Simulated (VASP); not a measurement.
Write the native input for VASP 6.6.1 that does the following.

```
Task                   : single point
Functional             : PBE
Potentials or basis    : VASP PAW PBE potentials, release 64 (Mg, B)
Cutoff                 : 520 eV
k mesh                 : 9 × 9 × 9
Occupations            : gaussian, width 0.03 eV
Spin                   : no spin polarisation
Dipole correction      : no
Further INCAR settings : ALGO = Normal; EDIFF = 1e-07; NBANDS = 10
```

The structure of MgB lies in POSCAR:

```
MgB
1.0
    2.8951500000      0.0000000000      0.0000000000
    0.0000000000      2.8951500000      0.0000000000
    0.0000000000      0.0000000000      2.8951500000
Mg B
1 1
Direct
    0.0000000000      0.0000000000      0.0000000000
    0.5000000000      0.5000000000      0.5000000000
```

These files were run (other wordings do the same):

INCAR

```
SYSTEM = MgB
ALGO = Normal ; EDIFF = 1E-7
ENCUT = 520 ; GGA = PE
ISIF = 2 ; ISMEAR = 0
LASPH = .TRUE. ; LCHARG = .TRUE.
LELF = .TRUE. ; LREAL = .FALSE.
LVHAR = .TRUE. ; LWAVE = .FALSE.
NBANDS = 10 ; NELM = 60
PREC = Accurate ; SIGMA = 0.03
```

KPOINTS

```
k-points
0
G
  9 9 9
  0 0 0
```

Potentials or basis: VASP PAW PBE potentials, release 64 (Mg, B).

Command:

```console
$ cat potpaw_PBE.64/Mg/POTCAR potpaw_PBE.64/B/POTCAR > POTCAR
$ mpirun -np 1 vasp_std > vasp.out
```

Results of the run:

```json
{"Pressure": "0.1 GPa"}
```

Run time: 6.6 s on 1 thread of Intel(R) Xeon(R) 6975P-C (Granite Rapids), with other jobs on the host, peak memory 0.14 GiB.
